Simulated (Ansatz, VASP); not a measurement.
## One calculation of Mo3H, two programs

```
H Mo
1.0
     2.28792   -1.56739   -0.01104
     2.28792    1.56739   -0.01104
    -1.49972    0.00000    6.94356
H Mo
1 3
Cartesian
  -0.7499 0.0000 3.4718
  0.8091 0.0000 4.7336
  2.2670 0.0000 2.1879
  0.0000 0.0000 0.0000
```

Change from the starting cell: the structure that the rattled cell fell into.

Alike in both runs: functional PBE; k mesh 14 × 14 × 6; occupations gaussian, width 0.1 eV; no spin polarisation.

Ansatz relaxed the structure, and its values are those at the end. VASP's run is a single point on that final structure, the one shown.

```csv
,VASP,Ansatz
version,VASP 6.6.1,Ansatz 0.2.0
potentials or method,"VASP PAW PBE potentials, release 64 (H, Mo_sv), cutoff 520 eV","scalar-relativistic, plane waves, PAW"
valence electrons in the cell,43,43
```

Ansatz gave:

```
gap on the k mesh at the Fermi level (eV) : none
pressure (GPa)                            : 0.0
```

Problem. Which values does VASP return?

Solution. gap on the k mesh at the Fermi level (eV): none; pressure (GPa): 0.4.

A gap of «none» marks a metal or a gap that the smearing closes.
